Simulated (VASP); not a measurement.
Input of a VASP 6.6.1 run:

The input INCAR:

```
  PREC = Accurate
  ENCUT = 520
  EDIFF = 1E-6
  ISMEAR = 0
  SIGMA = 0.01
  LREAL = False
  LASPH = True
  NELM = 80
  ALGO = Normal
  ISIF = 2
  LWAVE = False
  LCHARG = True
  GGA = CA
  LELF = True
  LVHAR = True
  NBANDS = 11
```

KPOINTS

```
regular mesh
0
Gamma
  8 8 8
```

Contents of POSCAR:

```
BeTe
1.0
    0.0000000000      2.8286228811      2.8286228811
    2.8286228811      0.0000000000      2.8286228811
    2.8286228811      2.8286228811      0.0000000000
Be Te
1 1
Direct
    0.0000000000      0.0000000000      0.0000000000
    0.2500000000      0.2500000000      0.2500000000
```

Potentials or basis: VASP PAW LDA potentials, release 64 (Be, Te).

Command:

```bash
$ cat potpaw_LDA.64/Be/POTCAR potpaw_LDA.64/Te/POTCAR > POTCAR
$ mpirun -np 1 vasp_std > vasp.out
```

Task: What does it give for the pressure?

Result: -2.9 GPa.

Task: What does it give for the band gap on the k mesh?

Result: 1.90 eV, indirect (least direct gap 3.59 eV).

Caveat: spin-orbit coupling is left out, which moves the levels of the heavy elements. LDA gaps usually lie below the measured ones, often by a third to a half.
